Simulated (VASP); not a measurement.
# Zn6O (P3m1) in VASP: notebook, part 2 of 2

VASP 6.6.1.

## 3. Relaxation of cell and atoms, PBE

This run uses another cell than the first one, of 13.21 Å³/atom, 0.904 times its volume.

File INCAR:

```
SYSTEM = Zn6O
ALGO = Normal ; EDIFF = 1E-6
EDIFFG = -0.08 ; ENCUT = 600
GGA = PE ; IBRION = 2
ISIF = 3 ; ISMEAR = 0
LASPH = .True. ; LCHARG = .False.
LREAL = .False. ; LWAVE = .False.
NELM = 60 ; NSW = 36
PREC = Accurate ; SIGMA = 0.2
```

File KPOINTS:

```
k-points
0
Gamma
  6 6 2
  0 0 0
```

File POSCAR:

```
Zn6O
1.0
    2.9000000000      0.0000000000      0.0000000000
   -1.4500000000      2.5114736700      0.0000000000
    0.0000000000      0.0000000000     12.7000000000
Zn O
6 1
Direct
    0.3333333300      0.6666666700      0.2320000000
    0.0000000000      0.0000000000      0.0000000000
    0.0000000000      0.0000000000      0.3860000000
    0.3333333300      0.6666666700      0.5390000000
    0.0000000000      0.0000000000      0.6930000000
    0.3333333300      0.6666666700      0.8460000000
    0.3333333300      0.6666666700      0.0790000000
```

Potentials or basis: VASP PAW PBE potentials, release 64 (Zn, O).

Launch:

```sh
$ cat potpaw_PBE.64/Zn/POTCAR potpaw_PBE.64/O/POTCAR > POTCAR
$ mpirun -np 1 vasp_std > vasp.out
```

OUTCAR:

```text
SYSTEM = Zn6O
   EDIFF = 1E-6
   EDIFFG = -0.08
   ENCUT = 600
   GGA = PE
   IBRION = 2
   ISIF = 3
   ISMEAR = 0
   LASPH = .True.
   LREAL = .False.
   NELM = 60
   NSW = 36
   PREC = Accurate

 ion  position               nearest neighbor table
   1  0.333  0.667  0.232-   7 1.94   3 2.57   3 2.57   3 2.57
   2  0.000  0.000  0.000-   7 1.95   7 1.95   7 1.95   6 2.57   6 2.57   6 2.57
   3  0.000  0.000  0.386-   4 2.56   4 2.56   4 2.56   1 2.57   1 2.57   1 2.57
   4  0.333  0.667  0.539-   3 2.56   3 2.56   3 2.56   5 2.57   5 2.57   5 2.57
   5  0.000  0.000  0.693-   6 2.56   6 2.56   6 2.56   4 2.57   4 2.57   4 2.57
   6  0.333  0.667  0.846-   5 2.56   5 2.56   5 2.56   2 2.57   2 2.57   2 2.57
   7  0.333  0.667  0.079-   1 1.94   2 1.95   2 1.95   2 1.95

  LATTYP: Found a hexagonal cell.
 ALAT       =     2.9000000000
 C/A-ratio  =     4.3793103448

  Lattice vectors:

 A1 = (   2.9000000000,   0.0000000000,   0.0000000000)
 A2 = (  -1.4500000000,   2.5114736700,   0.0000000000)
 A3 = (   0.0000000000,   0.0000000000,  12.7000000000)

Analysis of symmetry for initial positions (statically):
=====================================================================
 Subroutine PRICEL returns:
 Original cell was already a primitive cell.

 Routine SETGRP: Setting up the symmetry group for a
 hexagonal supercell.

[... 170 lines left out ...]

  FORCE on cell =-STRESS in cart. coord.  units (eV):
  Direction    XX          YY          ZZ          XY          YZ          ZX
  --------------------------------------------------------------------------------------
  -------------------------------------------------------------------------------------
  Total        5.3000043      5.3000043      6.5136152      0.0000000      0.0000000      0.0000000
  in kB       91.8029116     91.8029115    112.8242184      0.0000000      0.0000000      0.0000000
  external PRESSURE =      98.8100138 kB  Pullay stress =       0.0000000 kB
[... 104 lines left out ...]
  FREE ENERGIE OF THE ION-ELECTRON SYSTEM (eV)
  ---------------------------------------------------
  free  energy   TOTEN  =       -13.4884360582 eV

  energy  without entropy=      -13.4585633783  energy(sigma->0) =      -13.47349972

[... ionic steps 4 to 10 ...]

--------------------------------------- Ionic step       11  -------------------------------------------

 number of electron      78.0000042 magnetization

------------------------ aborting loop because EDIFF is reached ----------------------------------------
[... 77 lines left out ...]
--------------------------------------- Ionic step       13  -------------------------------------------

 number of electron      78.0000035 magnetization

 Free energy of the ion-electron system (eV)
  ---------------------------------------------------
  ext. energy  EPLUGINS =         0.00000000
  ---------------------------------------------------
  free energy    TOTEN  =       -13.55220659 eV

  energy without entropy =      -13.51438794  energy(sigma->0) =      -13.53329726

 E-fermi :   2.6688     XC(G=0): -11.2430

 val. band max:        2.6058362758   @ k =   0.3333   0.3333   0.5000
 cond. band min:       2.6776273195   @ k =   0.3333   0.3333   0.0000
 fundamental gap:      0.0717910436
 Fermi energy:         2.6687684929

 k-point     1 :       0.0000    0.0000    0.0000
  band No.  band energies     occupation
      1     -16.6010      2.00000
      2      -6.9747      2.00000
      3      -6.4910      2.00000
      4      -5.4101      2.00000
      5      -5.3678      2.00000
      6      -5.3087      2.00000
[... 709 lines left out ...]
  FREE ENERGIE OF THE ION-ELECTRON SYSTEM (eV)
  ---------------------------------------------------
  free  energy   TOTEN  =       -13.5522065888 eV

  energy  without entropy=      -13.5143879359  energy(sigma->0) =      -13.53329726

 reached required accuracy - stopping structural energy minimisation
```

CONTCAR:

```text
Zn6O
   1.00000000000000
     3.0210436786724015    0.0000000000000000    0.0000000000000000
    -1.5105218393362008    2.6163005705744919   -0.0000000000000000
    -0.0000000000000000    0.0000000000000000   13.0953215586306797
  Zn              O
     6     1
Direct
     0.3333333300000021    0.6666666699999979    0.2321676948810777
     1.0000000000000000    1.0000000000000000    0.0101163253906772
     0.0000000000000000    0.0000000000000000    0.3811729407753669
     0.3333333300000021    0.6666666699999979    0.5340555952385108
     0.0000000000000000    0.0000000000000000    0.6875559888118865
     0.3333333300000021    0.6666666699999979    0.8455855909645188
     0.3333333300000021    0.6666666699999979    0.0843458639379608

  0.00000000E+00  0.00000000E+00  0.00000000E+00
  0.00000000E+00  0.00000000E+00  0.00000000E+00
  0.00000000E+00  0.00000000E+00  0.00000000E+00
  0.00000000E+00  0.00000000E+00  0.00000000E+00
  0.00000000E+00  0.00000000E+00  0.00000000E+00
  0.00000000E+00  0.00000000E+00  0.00000000E+00
  0.00000000E+00  0.00000000E+00  0.00000000E+00
```

Run time: 13 min. Hardware: 1 thread of Intel Xeon Platinum 8488C (Sapphire Rapids), shared host; peak memory 0.27 GiB.

Results:

```yaml
Free_energy: -13.5522 eV
Relaxed_volume: 14.79 Å³/atom
Relaxed_cell: a = 3.021 Å, b = 3.021 Å, c = 13.095 Å, α = 90.00°, β = 90.00°, γ = 120.00°
Space_group_after_relaxing_to_0.05_Å: P3m1 (No. 156)
Energy_gained_by_relaxing: 48.6 meV/atom
Ionic_steps: 13
Pressure_after_relaxing: -0.1 GPa
Largest_force_after_relaxing: 0.051 eV/Å
Band_gap_on_the_k_mesh: zero (band 39 reaches 3.09 eV, above the bottom of band 40 at 2.10 eV)
```

Forces in eV/Å, atoms in the order of the input:
```
Zn   0.000  0.000  0.012
Zn   0.000  0.000 -0.015
Zn   0.000  0.000  0.046
Zn   0.000  0.000 -0.051
Zn   0.000  0.000  0.004
Zn   0.000  0.000 -0.008
O    0.000  0.000  0.013
```

Stress tensor (GPa, compression positive):
```
-0.14  0.00  0.00
 0.00 -0.14  0.00
 0.00  0.00  0.07
```

Step by step:
| step | energy change (eV) | largest force (eV/Å) | pressure (GPa) | volume (Å³) |
| --- | --- | --- | --- | --- |
| 1 | 0.0000 | 0.7014 | 9.88 | 92.50 |
| 2 | -0.2657 | 0.9932 | -1.61 | 103.84 |
| 3 | -0.2763 | 0.8793 | -0.09 | 101.79 |
| 4 | -0.3131 | 0.4050 | 0.06 | 102.48 |
| 5 | -0.3204 | 0.3094 | 0.25 | 103.01 |
| 6 | -0.3205 | 0.2784 | 0.17 | 102.96 |
| 7 | -0.3268 | 0.1347 | -0.09 | 103.34 |
| 8 | -0.3288 | 0.2422 | -0.18 | 103.64 |
| 9 | -0.3289 | 0.2842 | -0.24 | 103.77 |
| 10 | -0.3338 | 0.2071 | -0.28 | 103.76 |
| 11 | -0.3389 | 0.1033 | -0.13 | 103.74 |
| 12 | -0.3389 | 0.1060 | -0.14 | 103.75 |
| 13 | -0.3401 | 0.0509 | -0.07 | 103.50 |

Final structure:
```yaml
crystal:
  lattice:
    - [3.02104, 0.00000, 0.00000]
    - [-1.51052, 2.61630, 0.00000]
    - [0.00000, 0.00000, 13.09532]
  atoms:
    - { symbol: Zn, position: [0.33333, 0.66667, 0.23217] }
    - { symbol: Zn, position: [0.00000, 0.00000, 0.01012] }
    - { symbol: Zn, position: [0.00000, 0.00000, 0.38117] }
    - { symbol: Zn, position: [0.33333, 0.66667, 0.53406] }
    - { symbol: Zn, position: [0.00000, 0.00000, 0.68756] }
    - { symbol: Zn, position: [0.33333, 0.66667, 0.84559] }
    - { symbol: O, position: [0.33333, 0.66667, 0.08435] }
```

Levels at points of the mesh, in eV from the Fermi level:
| k point | band 35 | band 36 | band 37 | band 38 | band 39 | band 40 | band 41 | band 42 | band 43 | band 44 |
| --- | --- | --- | --- | --- | --- | --- | --- | --- | --- | --- |
| (0.00, 0.00, 0.00) | -5.99 | -3.16 | -3.02 | -1.72 | -1.72 | 1.94 | 2.46 | 6.81 | 7.91 | 11.34 |
| (0.50, 0.00, 0.00) | -3.29 | -2.76 | -2.56 | -2.56 | -1.55 | -0.57 | 0.54 | 1.45 | 2.37 | 3.60 |
| (0.00, 0.00, 0.50) | -5.21 | -4.74 | -1.72 | -1.72 | -1.60 | 0.52 | 4.44 | 4.92 | 9.57 | 11.32 |
| (0.50, 0.00, 0.50) | -3.36 | -2.85 | -2.56 | -2.32 | -1.74 | -0.38 | 0.39 | 1.36 | 2.54 | 3.63 |

Caveat: the k points lie up to 0.40 Å⁻¹ apart in the final cell; the relaxation stopped at a loose force limit of 0.08 eV/Å, so its end isn't a converged minimum.
